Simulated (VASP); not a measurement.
A run of VASP 6.6.1 is set up as follows.

The input POSCAR:

```
LuAs
1.0
    0.0000000000      2.8381907500      2.8381907500
    2.8381907500      0.0000000000      2.8381907500
    2.8381907500      2.8381907500      0.0000000000
Lu As
1 1
Direct
    0.5000000000      0.5000000000      0.5000000000
    0.0000000000      0.0000000000      0.0000000000
```

INCAR.step1

```
SYSTEM = LuAs
PREC = Accurate
ENCUT = 600
ISMEAR = 1
SIGMA = 0.15
LREAL = .FALSE.
LASPH = .TRUE.
NELM = 60
GGA = PE
ALGO = Normal
EDIFF = 1E-4
LWAVE = .TRUE.
LCHARG = .FALSE.
```

The input INCAR.step2:

```
SYSTEM = LuAs
PREC = Accurate
ENCUT = 600
EDIFF = 1E-6
ISMEAR = 1
SIGMA = 0.15
LREAL = .FALSE.
LASPH = .TRUE.
NELM = 60
ALGO = Normal
ISIF = 3
LWAVE = .FALSE.
LCHARG = .FALSE.
METAGGA = R2SCAN
LMIXTAU = .TRUE.
IBRION = 2
NSW = 80
EDIFFG = -0.03
PSTRESS = 200.0
ISTART = 1
```

The input KPOINTS:

```
regular mesh
0
G
  8 8 8
  0 0 0
```

Potentials or basis: VASP PAW PBE potentials, release 64 (Lu, As).

Launch:

```bash
$ cat potpaw_PBE.64/Lu/POTCAR potpaw_PBE.64/As/POTCAR > POTCAR
$ cp INCAR.step1 INCAR
$ mpirun -np 1 vasp_std > vasp.out
$ cp INCAR.step2 INCAR
$ mpirun -np 1 vasp_std > vasp.out
```

Q: What does it give for the relaxed volume?

A: 19.44 Å³/atom.

Q: What does it give for the relaxed cell?

A: a = 3.802 Å, b = 3.802 Å, c = 3.802 Å, α = 60.00°, β = 60.00°, γ = 60.00°.

Q: Estimate the space group after relaxing (to 0.1 Å).

A: Fm-3m (No. 225).

Final structure:
```
CELL_PARAMETERS angstrom
0.00000 2.68874 2.68874
2.68874 0.00000 2.68874
2.68874 2.68874 0.00000
ATOMIC_POSITIONS crystal
Lu 0.50000 0.50000 0.50000
As 0.00000 0.00000 0.00000
```

Caveat: the cell is relaxed towards a set pressure, so the run minimises the enthalpy, not the energy; the PAW data sets were made with another functional, which shifts forces and pressure a little.
